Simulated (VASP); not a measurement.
Wanted: the native input for a VASP 6.6.1 run.

```
Task                   : single point
Functional             : r2SCAN
Potentials or basis    : VASP PAW PBE potentials, release 64 (Al, Ru_pv)
Cutoff                 : 520 eV
k mesh                 : 16 × 16 × 16
Occupations            : gaussian, width 0.15 eV
Spin                   : no spin polarisation
Dipole correction      : no
Further INCAR settings : ALGO = Normal; EDIFF = 1e-07; NBANDS = 16
```

The system is AlRu.

```xyz
2
Lattice="2.9168 0.0000 0.0000 0.0000 2.9168 0.0000 0.0000 0.0000 2.8420" Properties=species:S:1:pos:R:3 pbc="T T T"
Al    0.0000    0.0000    0.0000
Ru    1.4584    1.4584    1.4210
```

This cell differs from its parent crystal: strain -0.025 along x and y, -0.050 along z.

These files were run (other wordings do the same):

POSCAR

```
AlRu
1.0
    2.9168100000      0.0000000000      0.0000000000
    0.0000000000      2.9168100000      0.0000000000
    0.0000000000      0.0000000000      2.8420200000
Al Ru
1 1
Direct
    0.0000000000      0.0000000000      0.0000000000
    0.5000000000      0.5000000000      0.5000000000
```

INCAR.step1

```
SYSTEM = AlRu
ALGO     = Normal         ! electronic algorithm
EDIFF    = 1E-4           ! SCF threshold, eV
ENCUT    = 520            ! plane-wave cutoff, eV
GGA      = PE             ! functional
ISMEAR   = 0              ! smearing method
LASPH    = .True.         ! aspherical terms in the spheres
LCHARG   = .False.        ! write CHGCAR
LREAL    = .False.        ! projectors in reciprocal space
LWAVE    = .True.         ! write WAVECAR
NBANDS   = 16             ! bands
NELM     = 100            ! most SCF steps
PREC     = Accurate       ! precision mode
SIGMA    = 0.15           ! smearing width, eV
```

INCAR.step2

```
SYSTEM = AlRu
ALGO     = Normal         ! electronic algorithm
EDIFF    = 1E-7           ! SCF threshold, eV
ENCUT    = 520            ! plane-wave cutoff, eV
ISIF     = 2              ! what is computed and relaxed
ISMEAR   = 0              ! smearing method
ISTART   = 1            
LASPH    = .True.         ! aspherical terms in the spheres
LCHARG   = .False.        ! write CHGCAR
LMIXTAU  = .True.       
LREAL    = .False.        ! projectors in reciprocal space
LWAVE    = .False.        ! write WAVECAR
METAGGA  = R2SCAN         ! meta-GGA
NBANDS   = 16             ! bands
NELM     = 100            ! most SCF steps
PREC     = Accurate       ! precision mode
SIGMA    = 0.15           ! smearing width, eV
```

KPOINTS

```
k-points
0
Gamma
  16 16 16
  0 0 0
```

Potentials or basis: VASP PAW PBE potentials, release 64 (Al, Ru_pv).

Run with:

```console
$ cat potpaw_PBE.64/Al/POTCAR potpaw_PBE.64/Ru_pv/POTCAR > POTCAR
$ cp INCAR.step1 INCAR
$ mpirun -np 1 vasp_std > vasp.out
$ cp INCAR.step2 INCAR
$ mpirun -np 1 vasp_std > vasp.out
```

Results of the run:

```yaml
Pressure: 25.6 GPa
Band_gap_on_the_k_mesh: zero (an odd number of electrons rules out a gap without spin polarisation)
```

Caveat: the cell differs from its parent crystal (strain -0.025 along x and y, -0.050 along z); the stress differs along the axes, from 23 to 30 GPa; the PAW data sets were made with another functional, which shifts forces and pressure a little.

Run time: 2.3 min on 1 thread of Intel(R) Xeon(R) 6975P-C (Granite Rapids), with other jobs on the host, peak memory 0.27 GiB.
